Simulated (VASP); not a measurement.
# Ta5Zn in VASP: single point with PBEsol

Aim: the single point of Ta5Zn with PBEsol.

All numbers are computed with VASP 6.6.1; they aren't measurements. Logs are shortened: lines on timing, memory, paths and dates and some standing lists are left out, and cuts for length are marked.

### 1 The cell of the first run

The cell holds a slab with vacuum, 6 atoms: a = 3.281 Å, b = 3.281 Å, c = 25.561 Å, α = 90.00°, β = 90.00°, γ = 90.00°.

### 2 Single point, PBEsol

INCAR reads:

```
SYSTEM = Ta5Zn
PREC     = Accurate       ! precision mode
ENCUT    = 520            ! plane-wave cutoff, eV
EDIFF    = 1E-7           ! SCF threshold, eV
ISMEAR   = 0              ! smearing method
SIGMA    = 0.1            ! smearing width, eV
LREAL    = .False.        ! projectors in reciprocal space
LASPH    = .True.         ! aspherical terms in the spheres
NELM     = 100            ! most SCF steps
ALGO     = Normal         ! electronic algorithm
ISIF     = 2              ! what is computed and relaxed
LWAVE    = .False.        ! write WAVECAR
LCHARG   = .False.        ! write CHGCAR
LDIPOL   = .True.       
IDIPOL   = 3            
DIPOL    = 0.5 0.5 0.495
GGA      = PS             ! functional
NBANDS   = 42             ! bands
```

KPOINTS reads:

```
Automatic mesh
0
Gamma
  9 9 1
  0 0 0
```

POSCAR reads:

```
Ta5Zn
1.0
    3.2805195244      0.0000000000      0.0000000000
    0.0000000000      3.2805195244      0.0000000000
    0.0000000000      0.0000000000     25.5610390488
Ta Zn
5 1
Direct
    0.5000000000      0.5000000000      0.3325373427
    0.0000000000      0.0000000000      0.3967076512
    0.5000000000      0.5000000000      0.4610640356
    0.0000000000      0.0000000000      0.5262190782
    0.5000000000      0.5000000000      0.5832285791
    0.0000000000      0.5000000000      0.6693158809
```

Potentials or basis: VASP PAW PBE potentials, release 64 (Ta_pv, Zn).

Run with:

```sh
> cat potpaw_PBE.64/Ta_pv/POTCAR potpaw_PBE.64/Zn/POTCAR > POTCAR
> mpirun -np 1 vasp_std > vasp.out
```

OUTCAR:

```text
SYSTEM = Ta5Zn
   PREC = Accurate
   ENCUT = 520
   EDIFF = 1E-7
   ISMEAR = 0
   LREAL = .False.
   LASPH = .True.
   NELM = 100
   ISIF = 2
   GGA = PS

 ion  position               nearest neighbor table
   1  0.500  0.500  0.333-   2 2.84   2 2.84   2 2.84   2 2.84   3 3.29
   2  0.000  0.000  0.397-   1 2.84   1 2.84   1 2.84   1 2.84   3 2.84   3 2.84   3 2.84   3 2.84
                             4 3.31
   3  0.500  0.500  0.461-   2 2.84   2 2.84   2 2.84   2 2.84   4 2.86   4 2.86   4 2.86   4 2.86
                             5 3.12   1 3.29
   4  0.000  0.000  0.526-   5 2.74   5 2.74   5 2.74   5 2.74   3 2.86   3 2.86   3 2.86   3 2.86
                             2 3.31
   5  0.500  0.500  0.583-   4 2.74   4 2.74   4 2.74   4 2.74   6 2.74   6 2.74   3 3.12
   6  0.000  0.500  0.669-   5 2.74   5 2.74

  LATTYP: Found a simple tetragonal cell.
 ALAT       =     3.2805195244
 C/A-ratio  =     7.7917655599

  Lattice vectors:

 A1 = (   3.2805195244,   0.0000000000,   0.0000000000)
 A2 = (   0.0000000000,   3.2805195244,   0.0000000000)
 A3 = (   0.0000000000,   0.0000000000,  25.5610390488)

Analysis of symmetry for initial positions (statically):
=====================================================================
 Subroutine PRICEL returns:
 Original cell was already a primitive cell.

 Routine SETGRP: Setting up the symmetry group for a
 simple tetragonal supercell.

 Subroutine GETGRP returns: Found  4 space group operations
 (whereof  4 operations were pure point group operations)
 out of a pool of 16 trial point group operations.

The static configuration has the point symmetry C_2v.

Analysis of symmetry for dynamics (positions and initial velocities):
=====================================================================
 Subroutine PRICEL returns:
 Original cell was already a primitive cell.

 Routine SETGRP: Setting up the symmetry group for a
 simple tetragonal supercell.

 Subroutine GETGRP returns: Found  4 space group operations
 (whereof  4 operations were pure point group operations)
 out of a pool of 16 trial point group operations.

The dynamic configuration has the point symmetry C_2v.

 Subroutine INISYM returns: Found  4 space group operations
 (whereof  4 operations are pure point group operations),
 and found     1 'primitive' translations

----------------------------------------------------------------------------------------

                                     Primitive cell

  volume of cell :     275.0830

  direct lattice vectors                    reciprocal lattice vectors
     3.280519524  0.000000000  0.000000000     0.304829766  0.000000000  0.000000000
     0.000000000  3.280519524  0.000000000     0.000000000  0.304829766  0.000000000
     0.000000000  0.000000000 25.561039049     0.000000000  0.000000000  0.039122040

  length of vectors
     3.280519524  3.280519524 25.561039049     0.304829766  0.304829766  0.039122040

  position of ions in fractional coordinates (direct lattice)
     0.500000000  0.500000000  0.332537343
     0.000000000  0.000000000  0.396707651
     0.500000000  0.500000000  0.461064036
     0.000000000  0.000000000  0.526219078
     0.500000000  0.500000000  0.583228579
     0.000000000  0.500000000  0.669315881

  ion indices of the primitive-cell ions
   primitive index   ion index
                 1           1
                 2           2
                 3           3
                 4           4
                 5           5
                 6           6

----------------------------------------------------------------------------------------

 KPOINTS: Automatic mesh

Automatic generation of k-mesh.
 Grid dimensions read from file:
 generate k-points for:    9    9    1

 Generating k-lattice:

  Cartesian coordinates                     Fractional coordinates (reciprocal lattice)
     0.033869974  0.000000000  0.000000000     0.111111111  0.000000000  0.000000000
     0.000000000  0.033869974  0.000000000     0.000000000  0.111111111  0.000000000
     0.000000000  0.000000000  0.039122040     0.000000000  0.000000000  1.000000000

  Length of vectors
     0.033869974  0.033869974  0.039122040

  Shift w.r.t. Gamma in fractional coordinates (k-lattice)
     0.000000000  0.000000000  0.000000000

 Subroutine IBZKPT returns following result:
 ===========================================

 Found     25 irreducible k-points:

 Following reciprocal coordinates:
            Coordinates               Weight
  0.000000  0.000000  0.000000      1.000000
  0.111111  0.000000  0.000000      2.000000
  0.000000  0.111111  0.000000      2.000000
  0.222222  0.000000  0.000000      2.000000
  0.000000  0.222222  0.000000      2.000000
  0.333333  0.000000  0.000000      2.000000
[... 16 lines left out ...]
  0.444444  0.333333  0.000000      4.000000
 -0.333333  0.444444  0.000000      4.000000
   k-points           NKPTS =     25   k-points in BZ     NKDIM =     25   number of bands    NBANDS=     42
   number of dos      NEDOS =    301   number of ions     NIONS =      6
   total plane-waves  NPLWV = 110592
   dimension x,y,z NGX =    24 NGY =   24 NGZ =  192
   dimension x,y,z NGXF=    48 NGYF=   48 NGZF=  384
   ions per type =               5   1
   NGX,Y,Z   is equivalent  to a cutoff of  12.16, 12.16, 12.49 a.u.
   NGXF,Y,Z  is equivalent  to a cutoff of  24.32, 24.32, 24.97 a.u.
 SYSTEM =  Ta5Zn
   PREC   = accura    normal or accurate (medium, high low for compatibility)
   ISTART =      0    job   : 0-new  1-cont  2-samecut
   ICHARG =      2    charge: 1-file 2-atom 10-const
   ISPIN  =      1    spin polarized calculation?
   LNONCOLLINEAR =      F non collinear calculations
   LSORBIT =      F    spin-orbit coupling
   LASPH  =      T    aspherical Exc in radial PAW
   ENCUT  =  520.0 eV  38.22 Ry    6.18 a.u.   6.10  6.10 47.53*2*pi/ulx,y,z
   NELM   =    100;   NELMIN=  2; NELMDL= -5     # of ELM steps
   EDIFF  = 0.1E-06   stopping-criterion for ELM
   LREAL  =      F    real-space projection
   EDIFFG = 0.1E-05   stopping-criterion for IOM
   NSW    =      0    number of steps for IOM
   IBRION =     -1    ionic relax: 0-MD 1-quasi-New 2-CG
   NFREE  =      0    steps in history (QN), initial steepest desc. (CG)
   ISIF   =      2    stress and relaxation
   ISYM   =      2    0-nonsym 1-usesym 2-fastsym
   POTIM  = 0.5000    time-step for ionic-motion
   TEBEG  =    0.0;   TEEND  =   0.0 temperature during run
   PSTRESS=    0.0 pullay stress
   NELECT =      67.0000    total number of electrons
   NUPDOWN=      -1.0000    fix difference up-down
   EMIN   =  10.00;   EMAX   =-10.00  energy-range for DOS
   EFERMI =   0.00;   METHOD = LEGACY
   ISMEAR =     0;   SIGMA  =   0.10  broadening in eV -4-tet -1-fermi 0-gaus
   EFERMI_NEDOS =   21; number of points for ismear=-14 and -15
   IALGO  =     38    algorithm
   IMIX   =      4    mixing-type and parameters
     AMIX     =   0.40;   BMIX     =  1.00
     AMIX_MAG =   1.60;   BMIX_MAG =  1.00
  volume/ion in A,a.u.               =      45.85       309.39
  Fermi-wavevector in a.u.,A,eV,Ry     =   1.022379  1.932016 14.221605  1.045258
  Thomas-Fermi vector in A             =   2.156055
   LORBIT       =      0    0 simple, 1 ext, 2 COOP (PROOUT), +10 PAW based schemes
   GGA     = PS    functional components
   LHFCALC =     F    Hartree Fock is set to
   AEXX    =    0.0000 exact exchange contribution
   IVDW    =     0    specifies the selected vdW correction
   LEPSILON=     F    determine dielectric tensor
   LRPA    =     F    only Hartree local field effects (RPA)
 non-spin polarized calculation
 Gauss-broadening in eV      SIGMA  =   0.10
  energy-cutoff  :      520.00
  volume of cell :      275.08
 maximum number of plane-waves:      7464
   NGX = 13   NGY = 13   NGZ = 95

 dipolmoment           0.000000      0.000000      0.607504 electrons x Angstroem

 number of electron      67.0000014 magnetization

 dipolmoment           0.000000      0.000000     -0.018544 electrons x Angstroem

 Free energy of the ion-electron system (eV)
  ---------------------------------------------------
  ext. energy  EPLUGINS =         0.00000000
  ---------------------------------------------------
  free energy    TOTEN  =       -60.26799608 eV

  energy without entropy =      -60.23650239  energy(sigma->0) =      -60.25224924

 E-fermi :  -0.3283     XC(G=0):  -5.7601

 val. band max:       -0.3402258794   @ k =   0.3333   0.0000   0.0000
 cond. band min:      -0.3280287762   @ k =   0.4444   0.1111   0.0000
 fundamental gap:      0.0121971032
 Fermi energy:        -0.3283156109

 k-point     1 :       0.0000    0.0000    0.0000
  band No.  band energies     occupation
      1     -35.1037      2.00000
      2     -34.9203      2.00000
      3     -34.9190      2.00000
      4     -34.6672      2.00000
      5     -34.5397      2.00000
      6     -34.5364      2.00000
[... 34 lines left out ...]
     41       2.2472      0.00000
     42       2.2974      0.00000

 k-point     2 :       0.1111    0.0000    0.0000
  band No.  band energies     occupation
      1     -35.1074      2.00000
      2     -34.9512      2.00000
      3     -34.9127      2.00000
      4     -34.6862      2.00000
      5     -34.5756      2.00000
      6     -34.5230      2.00000
[... 34 lines left out ...]
     41       1.7199      0.00000
     42       2.0194      0.00000

 k-point     3 :       0.0000    0.1111    0.0000
  band No.  band energies     occupation
      1     -35.1074      2.00000
      2     -34.9525      2.00000
      3     -34.9113      2.00000
      4     -34.6864      2.00000
      5     -34.5782      2.00000
      6     -34.5198      2.00000
[... 897 lines left out ...]
      4     -34.8132      2.00000
      5     -34.8046      2.00000
      6     -34.5731      2.00000
[... 34 lines left out ...]
     41       3.0822      0.00000
     42       3.4990      0.00000

 k-point    24 :      -0.3333    0.4444    0.0000
  band No.  band energies     occupation
      1     -35.1463      2.00000
      2     -35.1206      2.00000
      3     -35.0238      2.00000
      4     -34.8100      2.00000
      5     -34.8066      2.00000
      6     -34.5747      2.00000
[... 34 lines left out ...]
     41       2.8075      0.00000
     42       3.1534      0.00000

 [... further k-points ...]

------------------------ aborting loop because EDIFF is reached ----------------------------------------

 vacuum level on the upper side and lower side of the slab       (xc-potential included)        -0.268         0.046

  FORCE on cell =-STRESS in cart. coord.  units (eV):
  Direction    XX          YY          ZZ          XY          YZ          ZX
  --------------------------------------------------------------------------------------
  -------------------------------------------------------------------------------------
  Total       -4.4452701     -3.7890580     -2.3226343      0.0000000      0.0000000      0.0000000
  in kB      -25.8907710    -22.0687674    -13.5278151      0.0000000      0.0000000      0.0000000
  external PRESSURE =     -20.4957845 kB  Pullay stress =       0.0000000 kB

 VOLUME and BASIS-vectors are now :
 -----------------------------------------------------------------------------
  energy-cutoff  :      520.00
  volume of cell :      275.08
      direct lattice vectors                 reciprocal lattice vectors
     3.280519524  0.000000000  0.000000000     0.304829766  0.000000000  0.000000000
     0.000000000  3.280519524  0.000000000     0.000000000  0.304829766  0.000000000
     0.000000000  0.000000000 25.561039049     0.000000000  0.000000000  0.039122040

 POSITION                                       TOTAL-FORCE (eV/Angst)
 -----------------------------------------------------------------------------------
      1.64026      1.64026      8.50000         0.000000      0.000000      1.434961
      0.00000      0.00000     10.14026         0.000000      0.000000     -1.426681
      1.64026      1.64026     11.78528         0.000000      0.000000     -0.026417
      0.00000      0.00000     13.45071         0.000000      0.000000      0.000249
      1.64026      1.64026     14.90793         0.000000      0.000000      0.009226
      0.00000      1.64026     17.10841         0.000000      0.000000      0.008661
 -----------------------------------------------------------------------------------
    total drift:                                0.000000     -0.000000     -0.000138

  FREE ENERGIE OF THE ION-ELECTRON SYSTEM (eV)
  ---------------------------------------------------
  free  energy   TOTEN  =       -60.2679960819 eV

  energy  without entropy=      -60.2365023892  energy(sigma->0) =      -60.25224924

 vacuum level on the upper side and lower side of the slab         3.346         3.660
```

It took 6.6 min on 1 thread of Intel Xeon Platinum 8488C (Sapphire Rapids), shared host; peak memory 0.47 GiB.

Results:

```yaml
Free_energy: -60.2680 eV
Largest_force: 1.435 eV/Å
Band_gap_on_the_k_mesh: zero (an odd number of electrons rules out a gap without spin polarisation)
```

Forces in eV/Å, atoms in the order of the input:
```
Ta   0.000  0.000  1.435
Ta   0.000  0.000 -1.427
Ta   0.000  0.000 -0.026
Ta   0.000  0.000  0.000
Ta   0.000  0.000  0.009
Zn   0.000  0.000  0.009
```

Levels at points of the mesh, in eV from the Fermi level:
```csv
k point,band 31,band 32,band 33,band 34,band 35,band 36,band 37,band 38
"(0.00, 0.00, 0.00)",0.44,0.44,0.56,0.63,0.64,0.68,1.07,1.08
```

Caveat: the PAW data sets were made with another functional, which shifts forces and pressure a little; spin-orbit coupling is left out, which moves the levels of the heavy elements.
